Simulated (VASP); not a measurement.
The system is Sb.

```
Sb
1.0
     3.12240    0.00000    0.00000
     0.00000    4.34752    0.00000
    -0.03891    0.00000    4.40585
Sb
2
Direct
  0.98861 0.75000 0.75883
  0.01139 0.25000 0.24117
```

```yaml
Program: VASP 6.6.1
Task: relaxation of cell and atoms
Functional: PBE
Dispersion: D3(BJ)
Potentials_or_basis: VASP PAW PBE potentials, release 64 (Sb)
Cutoff: 600 eV
k_mesh: 14 × 10 × 10
Occupations: gaussian, width 0.1 eV
Spin: no spin polarisation
```

At the start: pressure -2.2 GPa; volume 29.90 Å³/atom.

Q: How do energy, volume and symmetry change on relaxing?

A: Over 23 steps the energy falls by 13.4 meV/atom and the volume is 28.66 Å³/atom (-4.2 %); space group Pm-3m (No. 221, to 0.05 Å).

Step by step:
```tsv
step	energy change (eV)	largest force (eV/Å)	pressure (GPa)	volume (Å³)
1	0.0000	0.1176	-2.25	59.81
2	-0.0153	0.1952	1.34	56.25
3	-0.0195	0.1740	0.11	57.33
4	-0.0222	0.1357	0.10	57.29
5	-0.0256	0.0327	0.16	57.17
6	-0.0258	0.0203	-0.22	57.51
7	-0.0262	0.0233	-0.04	57.35
8	-0.0262	0.0232	-0.05	57.36
9	-0.0263	0.0206	0.01	57.30
10	-0.0263	0.0192	0.07	57.25
11	-0.0264	0.0188	0.05	57.27
12	-0.0265	0.0191	-0.03	57.34
13	-0.0265	0.0195	-0.04	57.37
14	-0.0265	0.0193	-0.05	57.37
15	-0.0266	0.0196	-0.06	57.38
16	-0.0267	0.0235	-0.07	57.39
17	-0.0268	0.0192	0.03	57.30
18	-0.0268	0.0184	0.05	57.28
19	-0.0268	0.0117	0.03	57.30
20	-0.0268	0.0016	-0.01	57.34
21	-0.0268	0.0020	0.01	57.31
22	-0.0268	0.0018	0.00	57.32
23	-0.0268	0.0017	0.00	57.32
```

Final structure:
```yaml
crystal:
  lattice:
    - [3.06330, 0.00000, 0.01327]
    - [0.00000, 4.32583, 0.00000]
    - [-0.01941, 0.00000, 4.32583]
  atoms:
    - { symbol: Sb, position: [0.99938, 0.75000, 0.75004] }
    - { symbol: Sb, position: [0.00062, 0.25000, 0.24996] }
```

Caveat: pairwise dispersion overbinds metals, which lowers pressure and volume.
